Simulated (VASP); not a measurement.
Wanted: the native input for a VASP 6.6.1 run.

| Property | Result |
| --- | --- |
| Task | single point |
| Functional | PBE |
| Potentials or basis | VASP PAW PBE potentials, release 64 (Rb_sv) |
| Cutoff | 520 eV |
| k mesh | 9 × 9 × 9 |
| Occupations | fermi-dirac, width 0.1 eV |
| Spin | no spin polarisation |
| Dipole correction | no |
| Further INCAR settings | ALGO = Normal; EDIFF = 1e-06; NBANDS = 10 |

The structure of Rb lies in POSCAR:

```
Rb
1.0
    0.0000000000      3.5764619796      3.5764619796
    3.5764619796      0.0000000000      3.5764619796
    3.5764619796      3.5764619796      0.0000000000
Rb
1
Direct
    0.0000000000      0.0000000000      0.0000000000
```

These files were run (other wordings do the same):

INCAR

```
  ALGO = Normal
  EDIFF = 1E-6
  ENCUT = 520
  GGA = PE
  ISIF = 2
  ISMEAR = -1
  LASPH = T
  LCHARG = F
  LREAL = F
  LWAVE = F
  NBANDS = 10
  NELM = 60
  PREC = Accurate
  SIGMA = 0.1
```

KPOINTS

```
k-points
0
Gamma
  9 9 9
```

Potentials or basis: VASP PAW PBE potentials, release 64 (Rb_sv).

The run is started by

```console
$ cat potpaw_PBE.64/Rb_sv/POTCAR > POTCAR
$ mpirun -np 1 vasp_std > vasp.out
```

Results of the run:

| Item | Value |
| --- | --- |
| Pressure | 0.0 GPa |

Run time: 18 s on 1 thread of Intel(R) Xeon(R) Platinum 8488C (Sapphire Rapids), with other jobs on the host, peak memory 0.23 GiB.
